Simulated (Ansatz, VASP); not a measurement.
# GaAs in VASP and in Ansatz

POSCAR

```
GaAs
1.0
    0.0000000000      2.8330831910      2.8330831910
    2.8330831910      0.0000000000      2.8330831910
    2.8330831910      2.8330831910      0.0000000000
Ga As
1 1
Direct
    0.0000000000      0.0000000000      0.0000000000
    0.2500000000      0.2500000000      0.2500000000
```

File INCAR.step1:

```
SYSTEM = GaAs
PREC = Accurate ; ENCUT = 550
ISMEAR = 0 ; SIGMA = 0.001
LREAL = .FALSE. ; LASPH = .TRUE.
NELM = 120 ; NBANDS = 16
GGA = PE ; ALGO = Normal
EDIFF = 1E-5 ; LWAVE = .TRUE.
LCHARG = .FALSE. ; GGA_COMPAT = .FALSE.
```

INCAR.step2

```
SYSTEM = GaAs
PREC = Accurate ; ENCUT = 550
EDIFF = 1E-6 ; ISMEAR = 0
SIGMA = 0.001 ; LREAL = .FALSE.
LASPH = .TRUE. ; NELM = 120
ALGO = Normal ; ISIF = 2
LWAVE = .FALSE. ; LCHARG = .TRUE.
METAGGA = R2SCAN ; LMIXTAU = .TRUE.
LELF = .TRUE. ; LVHAR = .TRUE.
NBANDS = 16 ; ISTART = 1
GGA_COMPAT = .FALSE.
```

The input KPOINTS:

```
Automatic mesh
0
G
  6 6 6
  0 0 0
```

Input for Ansatz:

```yaml
crystal:
  lattice:
    - [0.0, 2.833083191, 2.833083191]
    - [2.833083191, 0.0, 2.833083191]
    - [2.833083191, 2.833083191, 0.0]
  atoms:
    - { symbol: Ga, position: [0.0, 0.0, 0.0] }
    - { symbol: As, position: [0.25, 0.25, 0.25] }
kpoints:
  mp_grid: { grid: [6, 6, 6] }
hamiltonian:
  xc: r2scan
scf:
  occupations: { method: gaussian, width: 0.001 }
  n_extra_bands: 4
output:
  forces: true
  stress: true
  eigenvalues: true
```

Alike in both runs: task single point; functional r2SCAN; k mesh 6 × 6 × 6; occupations gaussian, width 0.001 eV; no spin polarisation.

|  | VASP | Ansatz |
| --- | --- | --- |
| version | VASP 6.6.1 | Ansatz 0.2.0 |
| potentials or method | VASP PAW PBE potentials, release 64 (Ga_d, As) | plane waves |
| plane-wave cutoff (eV) | 550 | 500 |
| valence electrons in the cell | 18 | 28 |

|  | VASP | Ansatz | Ansatz less VASP |
| --- | --- | --- | --- |
| gap on the k mesh at the Fermi level (eV) | 0.94 | 0.96 | +0.019 |
| pressure (GPa) | 0.1 | 0.0 | -0.12 |

VASP's potentials were made for PBE, not for r2SCAN. With one functional, cell and mesh, what is left measures potentials, basis and numerics. VASP's potentials hold 18 valence electrons a cell and Ansatz's 28, so a difference there can come from the potentials and not from the codes.
